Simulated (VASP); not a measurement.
# RbHoBr4 (P4/mmm) in VASP: a series of runs

RbHoBr4 is run at these levels: PBE; tasks: single point, relaxation of cell and atoms.

Program: VASP 6.6.1. These are calculated values, not measurements. Logs are shortened: lines on timing, memory, paths and dates and some standing lists are left out, and cuts for length are marked.

## Step 1: The cell of the first run

The structure is tetragonal, space group P4/mmm (No. 123). The conventional cell has a = 5.317 Å, b = 5.317 Å, c = 8.636 Å, α = 90.00°, β = 90.00°, γ = 90.00°. Within 5.4 Å of Rb (site symmetry 4/mmm) lie 16 Br at 4.09 to 5.07 Å and 4 Rb at 5.32 Å. Ho (site symmetry 4/mmm) has 6 Br at 2.66 to 2.71 Å within 3.5 Å. Br (site symmetry 4mm) has 1 Ho at 2.71 Å and 1 Br at 3.21 Å within 3.6 Å. Br (site symmetry mmm) has 2 Ho at 2.66 Å within 3.5 Å.

## Step 2: Single point, PBE (40.68 Å³/atom)

INCAR reads:

```
SYSTEM = RbHoBr4
ALGO = Normal
EDIFF = 1E-6
ENCUT = 500
GGA = PE
GGA_COMPAT = .False.
ISIF = 2
ISMEAR = 0
LASPH = .True.
LCHARG = .False.
LMAXMIX = 6
LREAL = .False.
LWAVE = .False.
NBANDS = 32
NELM = 200
PREC = Accurate
SIGMA = 0.02
```

KPOINTS reads:

```
k-points
0
Gamma
  4 4 4
  0 0 0
```

POSCAR reads:

```
RbHoBr4
1.0
    5.3165284592      0.0000000000      0.0000000000
    0.0000000000      5.3165284592      0.0000000000
    0.0000000000      0.0000000000      8.6360129699
Rb Ho Br
1 1 4
Direct
    0.0000000000      0.0000000000      0.0000000000
    0.5000000000      0.5000000000      0.5000000000
    0.5000000000      0.5000000000      0.8139759229
    0.5000000000      0.5000000000      0.1860240771
    0.5000000000      0.0000000000      0.5000000000
    0.0000000000      0.5000000000      0.5000000000
```

Potentials or basis: VASP PAW PBE potentials, release 64 (Rb_sv, Ho_3, Br), 4f in core.

Run with:

```bash
> cat potpaw_PBE.64/Rb_sv/POTCAR potpaw_PBE.64/Ho_3/POTCAR potpaw_PBE.64/Br/POTCAR > POTCAR
> mpirun -np 1 vasp_std > vasp.out
```

OUTCAR:

```text
SYSTEM = RbHoBr4
   EDIFF = 1E-6
   ENCUT = 500
   GGA = PE
   ISIF = 2
   ISMEAR = 0
   LASPH = .True.
   LREAL = .False.
   NELM = 200
   PREC = Accurate

 ion  position               nearest neighbor table
   1  0.000  0.000  0.000-   3 4.09   4 4.09   3 4.09   4 4.09   3 4.09   4 4.09   3 4.09   4 4.09

   2  0.500  0.500  0.500-   5 2.66   6 2.66   5 2.66   6 2.66   3 2.71   4 2.71
   3  0.500  0.500  0.814-   2 2.71   1 4.09   1 4.09   1 4.09   1 4.09
   4  0.500  0.500  0.186-   2 2.71   1 4.09   1 4.09   1 4.09   1 4.09
   5  0.500  0.000  0.500-   2 2.66   2 2.66
   6  0.000  0.500  0.500-   2 2.66   2 2.66

  LATTYP: Found a simple tetragonal cell.
 ALAT       =     5.3165284592
 C/A-ratio  =     1.6243706840

  Lattice vectors:

 A1 = (   5.3165284592,   0.0000000000,   0.0000000000)
 A2 = (   0.0000000000,   5.3165284592,   0.0000000000)
 A3 = (   0.0000000000,   0.0000000000,   8.6360129699)

Analysis of symmetry for initial positions (statically):
=====================================================================
 Subroutine PRICEL returns:
 Original cell was already a primitive cell.

 Routine SETGRP: Setting up the symmetry group for a
 simple tetragonal supercell.

 Subroutine GETGRP returns: Found 16 space group operations
 (whereof 16 operations were pure point group operations)
 out of a pool of 16 trial point group operations.

The static configuration has the point symmetry D_4h.

Analysis of symmetry for dynamics (positions and initial velocities):
=====================================================================
 Subroutine PRICEL returns:
 Original cell was already a primitive cell.

 Routine SETGRP: Setting up the symmetry group for a
 simple tetragonal supercell.

 Subroutine GETGRP returns: Found 16 space group operations
 (whereof 16 operations were pure point group operations)
 out of a pool of 16 trial point group operations.

The dynamic configuration has the point symmetry D_4h.

 Subroutine INISYM returns: Found 16 space group operations
 (whereof 16 operations are pure point group operations),
 and found     1 'primitive' translations

----------------------------------------------------------------------------------------

                                     Primitive cell

  volume of cell :     244.1010

[... 83 lines left out ...]
   ISPIN  =      1    spin polarized calculation?
   LNONCOLLINEAR =      F non collinear calculations
   LSORBIT =      F    spin-orbit coupling
   LASPH  =      T    aspherical Exc in radial PAW
   ENCUT  =  500.0 eV  36.75 Ry    6.06 a.u.   9.69  9.69 15.75*2*pi/ulx,y,z
   NELM   =    200;   NELMIN=  2; NELMDL= -5     # of ELM steps
   EDIFF  = 0.1E-05   stopping-criterion for ELM
   LREAL  =      F    real-space projection
[... 7 lines left out ...]
   TEBEG  =    0.0;   TEEND  =   0.0 temperature during run
   PSTRESS=    0.0 pullay stress
   NELECT =      46.0000    total number of electrons
   NUPDOWN=      -1.0000    fix difference up-down
   EMIN   =  10.00;   EMAX   =-10.00  energy-range for DOS
   EFERMI =   0.00;   METHOD = LEGACY
   ISMEAR =     0;   SIGMA  =   0.02  broadening in eV -4-tet -1-fermi 0-gaus
   EFERMI_NEDOS =   21; number of points for ismear=-14 and -15
   IALGO  =     38    algorithm
   IMIX   =      4    mixing-type and parameters
     AMIX     =   0.40;   BMIX     =  1.00
     AMIX_MAG =   1.60;   BMIX_MAG =  1.00
  volume/ion in A,a.u.               =      40.68       274.55
  Fermi-wavevector in a.u.,A,eV,Ry     =   0.938579  1.773657 11.985792  0.880931
  Thomas-Fermi vector in A             =   2.065805
   LORBIT       =      0    0 simple, 1 ext, 2 COOP (PROOUT), +10 PAW based schemes
   GGA     = PE    functional components
   LHFCALC =     F    Hartree Fock is set to
   AEXX    =    0.0000 exact exchange contribution
   IVDW    =     0    specifies the selected vdW correction
   LEPSILON=     F    determine dielectric tensor
   LRPA    =     F    only Hartree local field effects (RPA)
 non-spin polarized calculation
 Gauss-broadening in eV      SIGMA  =   0.02
  energy-cutoff  :      500.00
  volume of cell :      244.10
 maximum number of plane-waves:      6235
 NGX is ok and might be reduce to    40
   NGX = 19   NGY = 19   NGZ = 31

 number of electron      45.9999988 magnetization

 Free energy of the ion-electron system (eV)
  ---------------------------------------------------
  ext. energy  EPLUGINS =         0.00000000
  ---------------------------------------------------
  free energy    TOTEN  =       -22.33550661 eV

  energy without entropy =      -22.33550661  energy(sigma->0) =      -22.33550661

 E-fermi :  -0.5616     XC(G=0):  -7.1062

 val. band max:       -0.7341987017   @ k =   0.0000   0.0000   0.0000
 cond. band min:       2.0344131076   @ k =   0.0000   0.0000   0.0000
 fundamental gap:      2.7686118093
 Fermi energy:        -0.5616477354

 k-point     1 :       0.0000    0.0000    0.0000
  band No.  band energies     occupation
      1     -27.0622      2.00000
      2     -23.8104      2.00000
      3     -23.8104      2.00000
      4     -23.6198      2.00000
      5     -15.0692      2.00000
      6     -14.6978      2.00000
[... 619 lines left out ...]
     31       6.4272      0.00000
     32       6.9510      0.00000

------------------------ aborting loop because EDIFF is reached ----------------------------------------

  FORCE on cell =-STRESS in cart. coord.  units (eV):
  Direction    XX          YY          ZZ          XY          YZ          ZX
  --------------------------------------------------------------------------------------
  -------------------------------------------------------------------------------------
  Total        4.5156644      4.5156644      4.5157518      0.0000000      0.0000000      0.0000000
  in kB       29.6389402     29.6389402     29.6395136      0.0000000      0.0000000      0.0000000
  external PRESSURE =      29.6391313 kB  Pullay stress =       0.0000000 kB

 VOLUME and BASIS-vectors are now :
 -----------------------------------------------------------------------------
  energy-cutoff  :      500.00
  volume of cell :      244.10
      direct lattice vectors                 reciprocal lattice vectors
     5.316528459  0.000000000  0.000000000     0.188092664  0.000000000  0.000000000
     0.000000000  5.316528459  0.000000000     0.000000000  0.188092664  0.000000000
     0.000000000  0.000000000  8.636012970     0.000000000  0.000000000  0.115794175

 POSITION                                       TOTAL-FORCE (eV/Angst)
 -----------------------------------------------------------------------------------
      0.00000      0.00000      0.00000         0.000000      0.000000      0.000000
      2.65826      2.65826      4.31801         0.000000      0.000000      0.000000
      2.65826      2.65826      7.02951         0.000000     -0.000000      0.014044
      2.65826      2.65826      1.60651        -0.000000      0.000000     -0.014044
      2.65826      0.00000      4.31801         0.000000      0.000000      0.000000
      0.00000      2.65826      4.31801         0.000000      0.000000      0.000000
 -----------------------------------------------------------------------------------
    total drift:                                0.000000     -0.000000     -0.000000

  FREE ENERGIE OF THE ION-ELECTRON SYSTEM (eV)
  ---------------------------------------------------
  free  energy   TOTEN  =       -22.3355066100 eV

  energy  without entropy=      -22.3355066100  energy(sigma->0) =      -22.33550661
```

OSZICAR:

```text
N       E                     dE             d eps       ncg     rms          rms(c)
DAV:   1     0.420321627418E+03    0.42032E+03   -0.17256E+04  1160   0.119E+03
DAV:   2     0.281284323343E+02   -0.39219E+03   -0.37208E+03  1848   0.352E+02
DAV:   3    -0.215383321918E+02   -0.49667E+02   -0.49097E+02  1848   0.111E+02
DAV:   4    -0.229147426550E+02   -0.13764E+01   -0.13718E+01  1728   0.176E+01
DAV:   5    -0.230085408263E+02   -0.93798E-01   -0.93776E-01  1768   0.455E+00    0.289E+01
DAV:   6    -0.224427427812E+02    0.56580E+00   -0.93719E-01  1800   0.450E+00    0.184E+01
DAV:   7    -0.223586557357E+02    0.84087E-01   -0.10266E+00  1792   0.431E+00    0.116E+00
DAV:   8    -0.223341719870E+02    0.24484E-01   -0.15160E-01  1800   0.194E+00    0.360E-01
DAV:   9    -0.223350193846E+02   -0.84740E-03   -0.77700E-03  1552   0.426E-01    0.233E-01
DAV:  10    -0.223354697072E+02   -0.45032E-03   -0.22852E-03  1808   0.256E-01    0.129E-01
DAV:  11    -0.223355019800E+02   -0.32273E-04   -0.13524E-03  1808   0.192E-01    0.991E-02
DAV:  12    -0.223355096642E+02   -0.76842E-05   -0.11205E-04  1608   0.437E-02    0.711E-02
DAV:  13    -0.223355066389E+02    0.30254E-05   -0.34848E-05  1776   0.312E-02    0.108E-02
DAV:  14    -0.223355066100E+02    0.28817E-07   -0.46050E-06  1576   0.110E-02
   1 F= -.22335507E+02 E0= -.22335507E+02  d E =-.831273E-36
```

It took 2.1 min on 1 thread of Intel Xeon Platinum 8488C (Sapphire Rapids), shared host; peak memory 0.38 GiB.

Results:

```yaml
Free_energy: -22.3355 eV
Pressure: 3.0 GPa
Largest_force: 0.014 eV/Å
Band_gap_on_the_k_mesh: 2.77 eV
```

Forces on the atoms (eV/Å):
```
Rb   0.000  0.000  0.000
Ho   0.000  0.000  0.000
Br   0.000  0.000  0.014
Br   0.000  0.000 -0.014
Br   0.000  0.000  0.000
Br   0.000  0.000  0.000
```

Caveat: spin-orbit coupling is left out, which moves the levels of the heavy elements; the 4f electrons are frozen in the core, so they carry no moment and show no levels.

(Part 1 of 2 ends here.)
